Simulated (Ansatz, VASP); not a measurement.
# Two plane-wave programs on AlP

INCAR

```
PREC = Accurate ; ENCUT = 500
EDIFF = 1E-6 ; ISMEAR = 0
SIGMA = 0.1 ; LREAL = F
LASPH = T ; NELM = 120
ALGO = Normal ; ISIF = 2
LWAVE = F ; LCHARG = F
GGA = PE ; IVDW = 12
NBANDS = 11 ; GGA_COMPAT = F
```

Contents of KPOINTS:

```
regular mesh
0
Gamma
  6 6 6
```

The input POSCAR:

```
AlP
1.0
    0.0000000000      2.7255000000      2.7255000000
    2.7255000000      0.0000000000      2.7255000000
    2.7255000000      2.7255000000      0.0000000000
Al P
1 1
Direct
    0.0000000000      0.0000000000      0.0000000000
    0.7500000000      0.7500000000      0.7500000000
```

Input for Ansatz:

```yaml
crystal:
  lattice:
    - [0.0, 2.7255, 2.7255]
    - [2.7255, 0.0, 2.7255]
    - [2.7255, 2.7255, 0.0]
  atoms:
    - { symbol: Al, position: [0.0, 0.0, 0.0] }
    - { symbol: P, position: [0.75, 0.75, 0.75] }
basis:
  ecutwfc: 420
kpoints:
  mp_grid: { grid: [6, 6, 6] }
hamiltonian:
  xc: pbe
  dispersion: d3bj
scf:
  occupations: { method: gaussian, width: 0.1 }
output:
  forces: true
  stress: true
  eigenvalues: true
```

Alike in both runs: task single point; functional PBE; dispersion D3(BJ); k mesh 6 × 6 × 6; occupations gaussian, width 0.1 eV; no spin polarisation.

|  | VASP | Ansatz |
| --- | --- | --- |
| version | VASP 6.6.1 | Ansatz 0.2.0 |
| potentials or method | VASP PAW PBE potentials, release 64 (Al, P), cutoff 500 eV | scalar-relativistic, plane waves, PAW |
| valence electrons in the cell | 8 | 8 |

|  | VASP | Ansatz | Ansatz less VASP |
| --- | --- | --- | --- |
| gap on the k mesh at the Fermi level (eV) | 1.57 | 1.57 | +0.002 |
| least direct gap on the mesh (eV) | 3.35 | 3.35 | +0.002 |
| pressure (GPa) | 0.0 | 0.1 | +0.10 |
